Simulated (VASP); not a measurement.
A run of VASP 6.6.1 is set up as follows.

POSCAR

```
W
1.0
    3.2634531025      0.0000000000      0.0000000000
    0.0000000000      3.1446380624      0.0000000000
    0.0000000000      0.0000000000      3.1446380624
W
2
Direct
    0.0000000000      0.0000000000      0.0000000000
    0.5000000000      0.5000000000      0.5000000000
```

File INCAR.step1:

```
ALGO     = Normal         # electronic algorithm
EDIFF    = 1E-4           # SCF threshold, eV
ENCUT    = 520            # plane-wave cutoff, eV
GGA      = PE             # functional
ISMEAR   = 0              # smearing method
LASPH    = True           # aspherical terms in the spheres
LCHARG   = False          # write CHGCAR
LREAL    = False          # projectors in reciprocal space
LWAVE    = True           # write WAVECAR
NBANDS   = 21             # bands
NELM     = 80             # most SCF steps
PREC     = Accurate       # precision mode
SIGMA    = 0.1            # smearing width, eV
```

Contents of INCAR.step2:

```
ALGO     = Normal         # electronic algorithm
EDIFF    = 1E-6           # SCF threshold, eV
ENCUT    = 520            # plane-wave cutoff, eV
ISIF     = 2              # what is computed and relaxed
ISMEAR   = 0              # smearing method
ISTART   = 1            
LASPH    = True           # aspherical terms in the spheres
LCHARG   = False          # write CHGCAR
LMIXTAU  = True         
LREAL    = False          # projectors in reciprocal space
LWAVE    = False          # write WAVECAR
METAGGA  = R2SCAN         # meta-GGA
NBANDS   = 21             # bands
NELM     = 80             # most SCF steps
PREC     = Accurate       # precision mode
SIGMA    = 0.1            # smearing width, eV
```

KPOINTS

```
k-points
0
Gamma
  16 16 16
```

Potentials or basis: VASP PAW PBE potentials, release 64 (W_sv).

Run with:

```console
$ cat potpaw_PBE.64/W_sv/POTCAR > POTCAR
$ cp INCAR.step1 INCAR
$ mpirun -np 1 vasp_std > vasp.out
$ cp INCAR.step2 INCAR
$ mpirun -np 1 vasp_std > vasp.out
```

Problem. What does it give for the pressure?

Solution. -3.0 GPa.

Problem. Predict the band gap on the k mesh.

Solution. Zero (band 14 reaches 11.71 eV, above the bottom of band 15 at 10.36 eV).

Stress tensor (GPa, compression positive):
```
-10.58   0.00   0.00
  0.00   0.82   0.00
  0.00   0.00   0.82
```

Caveat: the cell differs from its parent crystal (uniaxial strain along a: +3.0 %); the PAW data sets were made with another functional, which shifts forces and pressure a little; spin-orbit coupling is left out, which moves the levels of the heavy elements.
